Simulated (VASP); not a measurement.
# Ga (P6/mmm) in VASP: further runs

Ga is run at these levels: LDA; tasks: single point.

Program: VASP 6.6.1. These are calculated values, not measurements. Logs are shortened: lines on timing, memory, paths and dates and some standing lists are left out, and cuts for length are marked.

## Step 1: The cell of the first run

Symmetry: P6/mmm, No. 191, hexagonal system. The conventional cell has a = 4.306 Å, b = 4.306 Å, c = 2.538 Å, α = 90.00°, β = 90.00°, γ = 120.00°. Within 3.3 Å of Ga (site symmetry 6/mmm) lie 14 Ga at 2.54 to 2.79 Å. Ga (site symmetry -6m2) has 11 Ga at 2.49 to 2.79 Å within 3.3 Å.

This isn't the form of Ga at room conditions, which is orthorhombic.

## Step 2: Single point, LDA

File INCAR:

```
SYSTEM = Ga
PREC = Accurate ; ENCUT = 520
EDIFF = 1E-7 ; ISMEAR = -1
SIGMA = 0.08 ; LREAL = .False.
LASPH = .True. ; NELM = 60
ALGO = Normal ; ISIF = 2
LWAVE = .False. ; LCHARG = .False.
NBANDS = 26
```

File KPOINTS:

```
regular mesh
0
Gamma
  8 8 12
  0 0 0
```

File POSCAR:

```
Ga
1.0
    4.3055156942      0.0000000000      0.0000000000
   -2.1527578471      3.7286859676      0.0000000000
    0.0000000000      0.0000000000      2.5377426291
Ga
3
Direct
    0.0000000000      0.0000000000      0.0000000000
    0.3333333333      0.6666666667      0.5000000000
    0.6666666667      0.3333333333      0.5000000000
```

Potentials or basis: VASP PAW LDA potentials, release 64 (Ga_d).

Command:

```
$ cat potpaw_LDA.64/Ga_d/POTCAR > POTCAR
$ mpirun -np 1 vasp_std > vasp.out
```

OUTCAR:

```text
SYSTEM = Ga
   PREC = Accurate
   ENCUT = 520
   EDIFF = 1E-7
   ISMEAR = -1
   LREAL = .False.
   LASPH = .True.
   NELM = 60
   ISIF = 2

 ion  position               nearest neighbor table
   1  0.000  0.000  0.000-   2 2.79   3 2.79   2 2.79   3 2.79   3 2.79   3 2.79   2 2.79   2 2.79
                             3 2.79   3 2.79   2 2.79   2 2.79
   2  0.333  0.667  0.500-   3 2.49   3 2.49   3 2.49   1 2.79   1 2.79   1 2.79   1 2.79   1 2.79
                             1 2.79
   3  0.667  0.333  0.500-   2 2.49   2 2.49   2 2.49   1 2.79   1 2.79   1 2.79   1 2.79   1 2.79
                             1 2.79

  LATTYP: Found a hexagonal cell.
 ALAT       =     4.3055156942
 C/A-ratio  =     0.5894166482

  Lattice vectors:

 A1 = (   4.3055156942,   0.0000000000,   0.0000000000)
 A2 = (  -2.1527578471,   3.7286859676,   0.0000000000)
 A3 = (   0.0000000000,   0.0000000000,   2.5377426291)

Analysis of symmetry for initial positions (statically):
=====================================================================
 Subroutine PRICEL returns:
 Original cell was already a primitive cell.

 Routine SETGRP: Setting up the symmetry group for a
 hexagonal supercell.

 Subroutine GETGRP returns: Found 24 space group operations
 (whereof 24 operations were pure point group operations)
 out of a pool of 24 trial point group operations.

The static configuration has the point symmetry D_6h.

Analysis of symmetry for dynamics (positions and initial velocities):
=====================================================================
 Subroutine PRICEL returns:
 Original cell was already a primitive cell.

 Routine SETGRP: Setting up the symmetry group for a
 hexagonal supercell.

 Subroutine GETGRP returns: Found 24 space group operations
 (whereof 24 operations were pure point group operations)
 out of a pool of 24 trial point group operations.

The dynamic configuration has the point symmetry D_6h.

 Subroutine INISYM returns: Found 24 space group operations
 (whereof 24 operations are pure point group operations),
 and found     1 'primitive' translations

----------------------------------------------------------------------------------------

                                     Primitive cell

  volume of cell :      40.7407

[... 84 lines left out ...]
   ISPIN  =      1    spin polarized calculation?
   LNONCOLLINEAR =      F non collinear calculations
   LSORBIT =      F    spin-orbit coupling
   LASPH  =      T    aspherical Exc in radial PAW
   ENCUT  =  520.0 eV  38.22 Ry    6.18 a.u.   8.01  8.01  4.72*2*pi/ulx,y,z
   NELM   =     60;   NELMIN=  2; NELMDL= -5     # of ELM steps
   EDIFF  = 0.1E-06   stopping-criterion for ELM
   LREAL  =      F    real-space projection
   EDIFFG = 0.1E-05   stopping-criterion for IOM
   NSW    =      0    number of steps for IOM
   IBRION =     -1    ionic relax: 0-MD 1-quasi-New 2-CG
   NFREE  =      0    steps in history (QN), initial steepest desc. (CG)
   ISIF   =      2    stress and relaxation
   ISYM   =      2    0-nonsym 1-usesym 2-fastsym
   POTIM  = 0.5000    time-step for ionic-motion
   TEBEG  =    0.0;   TEEND  =   0.0 temperature during run
   PSTRESS=    0.0 pullay stress
   NELECT =      39.0000    total number of electrons
   NUPDOWN=      -1.0000    fix difference up-down
   EMIN   =  10.00;   EMAX   =-10.00  energy-range for DOS
   EFERMI =   0.00;   METHOD = LEGACY
   ISMEAR =    -1;   SIGMA  =   0.08  broadening in eV -4-tet -1-fermi 0-gaus
   EFERMI_NEDOS =   21; number of points for ismear=-14 and -15
   IALGO  =     38    algorithm
   IMIX   =      4    mixing-type and parameters
     AMIX     =   0.40;   BMIX     =  1.00
     AMIX_MAG =   1.60;   BMIX_MAG =  1.00
  volume/ion in A,a.u.               =      13.58        91.64
  Fermi-wavevector in a.u.,A,eV,Ry     =   1.613443  3.048964 35.418645  2.603197
  Thomas-Fermi vector in A             =   2.708511
   LORBIT       =      0    0 simple, 1 ext, 2 COOP (PROOUT), +10 PAW based schemes
   GGA     = CA    functional components
   LHFCALC =     F    Hartree Fock is set to
   AEXX    =    0.0000 exact exchange contribution
   IVDW    =     0    specifies the selected vdW correction
   LEPSILON=     F    determine dielectric tensor
   LRPA    =     F    only Hartree local field effects (RPA)
 non-spin polarized calculation
  energy-cutoff  :      520.00
  volume of cell :       40.74
 maximum number of plane-waves:      1125
   NGX = 17   NGY = 17   NGZ =  9

 number of electron      39.0000014 magnetization

 Free energy of the ion-electron system (eV)
  ---------------------------------------------------
  ext. energy  EPLUGINS =         0.00000000
  ---------------------------------------------------
  free energy    TOTEN  =        -9.77378395 eV

  energy without entropy =       -9.75229080  energy(sigma->0) =       -9.76303738

 E-fermi :   8.9540     XC(G=0): -13.1103

 val. band max:        8.9271787990   @ k =   0.1250   0.0000   0.1667
 cond. band min:       8.9585820360   @ k =   0.1250   0.0000   0.2500
 fundamental gap:      0.0314032371
 Fermi energy:         8.9540406345

 k-point     1 :       0.0000    0.0000    0.0000
  band No.  band energies     occupation
      1      -7.0550      2.00000
      2      -6.7399      2.00000
      3      -6.7023      2.00000
      4      -6.5897      2.00000
      5      -6.5897      2.00000
      6      -6.4815      2.00000
[... 685 lines left out ...]
     25      17.7644      0.00000
     26      18.2858      0.00000

 [... further k-points ...]

------------------------ aborting loop because EDIFF is reached ----------------------------------------

  FORCE on cell =-STRESS in cart. coord.  units (eV):
  Direction    XX          YY          ZZ          XY          YZ          ZX
  --------------------------------------------------------------------------------------
  -------------------------------------------------------------------------------------
  Total        7.4915021      7.4915021      7.4949771      0.0000000     -0.0000000      0.0000000
  in kB      294.6123358    294.6123359    294.7489953      0.0000000     -0.0000000      0.0000000
  external PRESSURE =     294.6578890 kB  Pullay stress =       0.0000000 kB

 VOLUME and BASIS-vectors are now :
 -----------------------------------------------------------------------------
  energy-cutoff  :      520.00
  volume of cell :       40.74
      direct lattice vectors                 reciprocal lattice vectors
     4.305515694  0.000000000  0.000000000     0.232260215  0.134095498  0.000000000
    -2.152757847  3.728685968  0.000000000     0.000000000  0.268190995  0.000000000
     0.000000000  0.000000000  2.537742629     0.000000000  0.000000000  0.394050992

 POSITION                                       TOTAL-FORCE (eV/Angst)
 -----------------------------------------------------------------------------------
      0.00000      0.00000      0.00000        -0.000000      0.000000      0.000000
     -0.00000      2.48579      1.26887         0.000000      0.000000      0.000000
      2.15276      1.24290      1.26887        -0.000000     -0.000000      0.000000
 -----------------------------------------------------------------------------------
    total drift:                               -0.000000      0.000000      0.000000

  FREE ENERGIE OF THE ION-ELECTRON SYSTEM (eV)
  ---------------------------------------------------
  free  energy   TOTEN  =        -9.7737839492 eV

  energy  without entropy=       -9.7522908040  energy(sigma->0) =       -9.76303738
```

Run time: 92 s. Hardware: 1 thread of Intel Xeon 8259CL, shared host; peak memory 0.17 GiB.

What came out:

```
Free energy            : -9.7738 eV
Pressure               : 29.5 GPa
Band gap on the k mesh : zero (an odd number of electrons rules out a gap without spin polarisation)
```

Caveat: the cell stands under pressure.

## Step 3: Single point, LDA

File INCAR:

```
SYSTEM = Ga
PREC = Accurate
ENCUT = 520
EDIFF = 1E-6
ISMEAR = -1
SIGMA = 0.08
LREAL = .FALSE.
LASPH = .TRUE.
NELM = 100
ALGO = Normal
ISIF = 2
LWAVE = .FALSE.
LCHARG = .FALSE.
GGA = CA
NBANDS = 26
```

File KPOINTS:

```
Automatic mesh
0
G
  8 8 12
  0 0 0
```

File POSCAR:

```
Ga
1.0
    4.3063491865      0.0000000000      0.0000000000
   -2.1531745933      3.7294077931      0.0000000000
    0.0000000000      0.0000000000      2.5382299281
Ga
3
Direct
    0.0000000000      0.0000000000      0.0000000000
    0.3333333333      0.6666666667      0.5000000000
    0.6666666667      0.3333333333      0.5000000000
```

Potentials or basis: VASP PAW LDA potentials, release 64 (Ga_d).

Command:

```
$ cat potpaw_LDA.64/Ga_d/POTCAR > POTCAR
$ mpirun -np 1 vasp_std > vasp.out
```

Run time: 78 s. Hardware: 1 thread of Intel Xeon 8259CL, shared host; peak memory 0.17 GiB.

The run converged. Its results:

```yaml
Free_energy: -9.7781 eV
Pressure: 29.4 GPa
Band_gap_on_the_k_mesh: zero (an odd number of electrons rules out a gap without spin polarisation)
```

Levels at points of the mesh, in eV from the Fermi level:
```tsv
k point	band 17	band 18	band 19	band 20	band 21	band 22
(0.00, 0.00, 0.00)	-2.81	-2.63	-2.41	-2.41	-2.34	-2.34
(0.50, 0.00, 0.00)	-11.07	-5.64	-4.99	5.32	5.43	6.04
(0.00, 0.00, 0.50)	-7.41	1.54	1.69	1.69	1.98	3.26
(0.50, 0.00, 0.50)	-4.93	-4.80	-4.19	-0.09	0.23	0.48
```

Caveat: the cell stands under pressure.
